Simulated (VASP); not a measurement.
## ScAl3N3: relaxation of cell and atoms with PBE

ScAl3N3:

```
Sc Al N
1.0
     5.14492   -1.60691    0.00000
     5.14492    1.60691    0.00000
    -0.91310    0.00000    5.61719
Sc Al N
1 3 3
Direct
  0.05994 0.05994 0.68442
  0.30387 0.30387 0.43187
  0.56493 0.56493 0.19064
  0.81539 0.81539 0.93878
  0.99965 0.99965 0.02274
  0.26598 0.26598 0.75833
  0.49025 0.49025 0.47322
```

The cell was generated, and may not be a known phase.

- Program: VASP 6.6.1
- Task: relaxation of cell and atoms
- Functional: PBE
- Potentials or basis: VASP PAW PBE potentials, release 64 (Sc_sv, Al, N)
- Cutoff: 600 eV
- k mesh: 10 × 10 × 6
- Occupations: gaussian, width 0.1 eV
- Spin: no spin polarisation
- Dipole correction: no
- Further INCAR settings: ALGO = Normal; EDIFF = 1e-07; IBRION = 2; EDIFFG = -0.01; NSW = 100; ISIF = 3

- Relaxed volume: 13.28 Å³/atom
- Relaxed cell: a = 5.419 Å, b = 5.419 Å, c = 5.706 Å, α = 99.70°, β = 99.70°, γ = 34.30°
- Space group after relaxing (to 0.1 Å): Cm (No. 8)
- Energy gained by relaxing: 1.0 meV/atom
- Ionic steps: 15
- Pressure after relaxing: 0.0 GPa
- Largest force after relaxing: 0.009 eV/Å
- Band gap on the k mesh: zero (an odd number of electrons rules out a gap without spin polarisation)

Forces in eV/Å, atoms in the order of the input:
```
Sc   0.005  0.000 -0.008
Al   0.000  0.000  0.006
Al  -0.003  0.000  0.004
Al  -0.003  0.000  0.008
N    0.002  0.000 -0.006
N   -0.002  0.000  0.001
N    0.001  0.000 -0.005
```

Step by step:
```
step  energy change (eV)  largest force (eV/Å)  pressure (GPa)  volume (Å³)
   1              0.0000                0.1007            0.02        92.88
   2             -0.0017                0.0732            0.01        92.90
   3             -0.0017                0.0873            0.01        92.90
   4             -0.0030                0.0684            0.00        92.93
   5             -0.0037                0.1315           -0.02        92.97
   6             -0.0047                0.0803            0.01        92.98
   7             -0.0054                0.0868            0.08        92.99
   8             -0.0062                0.0433           -0.07        93.08
   9             -0.0062                0.0451           -0.13        93.12
  10             -0.0066                0.0226            0.04        93.01
  11             -0.0066                0.0225            0.04        93.00
  12             -0.0067                0.0146           -0.03        93.02
  13             -0.0067                0.0130           -0.04        93.03
  14             -0.0067                0.0100            0.01        92.98
  15             -0.0067                0.0095            0.04        92.96
```

Final structure:
```
Sc Al N
1.0
     5.17840   -1.59790   -0.03987
     5.17840    1.59790   -0.03987
    -0.96280    0.00000    5.62444
Sc Al N
1 3 3
Direct
  0.06037 0.06037 0.68369
  0.30090 0.30090 0.43077
  0.56544 0.56544 0.19579
  0.81901 0.81901 0.93647
  0.00228 0.00228 0.02186
  0.26582 0.26582 0.75943
  0.48619 0.48619 0.47200
```

Levels at points of the mesh, in eV from the Fermi level:
```
           k point  band 15  band 16  band 17  band 18  band 19  band 20
(0.00, 0.00, 0.00)    -3.40    -3.30    -3.08     0.52     1.79     2.17
(0.50, 0.00, 0.00)    -3.59    -3.08    -1.70    -1.24     0.08     1.66
(0.50, 0.50, 0.00)    -3.34    -3.16    -2.48     0.19     0.62     2.11
(0.00, 0.00, 0.50)    -3.31    -2.69    -2.60    -1.09     0.97     2.35
(0.50, 0.00, 0.50)    -3.48    -3.01    -2.36    -0.26     1.03     1.51
(0.50, 0.50, 0.50)    -2.88    -2.86    -2.43    -0.06     0.72     2.12
```

Run time: 88 min on 1 thread of AMD EPYC 7R13 Processor (Zen 3) (shared host), peak memory 0.63 GiB.

Caveat: an odd number of electrons without spin polarisation forces a metal; a magnetic or distorted state may lie lower.
